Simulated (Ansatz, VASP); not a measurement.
# One calculation of V, two programs

```
V
1.0
    -1.51435    1.51435    1.51435
     1.51435   -1.51435    1.51435
     1.51435    1.51435   -1.51435
V
1
Direct
  0.00000 0.00000 0.00000
```

Alike in both runs: functional PBEsol; k mesh 12 × 12 × 12; occupations gaussian, width 0.025 eV; collinear spin; Hubbard terms V d U = 7.0 eV.

|  | VASP | Ansatz |
| --- | --- | --- |
| version | VASP 6.6.1 | Ansatz 0.2.0 |
| potentials or method | VASP PAW PBE potentials, release 64 (V_sv) | Ansatz PAW |
| plane-wave cutoff (eV) | 520 | 420 |
| valence electrons in the cell | 13 | 13 |
| task | single point | atomic charges |

|  | VASP | Ansatz | Ansatz less VASP |
| --- | --- | --- | --- |
| gap on the k mesh at the Fermi level (eV) | none | none | - |
| net moment per atom (μB) | 2.63 | 2.77 | +0.147 |
| size of the moment on the site where the two differ most (μB) | 2.41 | 2.40 | -0.012 |

The net moments are unlike, so the other rows may belong to different states. VASP's potentials were made for PBE, not for PBEsol. Site moments also hang on the region over which each program counts them. The programs project onto different local orbitals, so the same U acts differently, and such runs can settle in different states. A gap of «none» marks a metal or a gap that the smearing closes.

Noted on Ansatz's run: the magnetic or orbital state may not be the lowest.
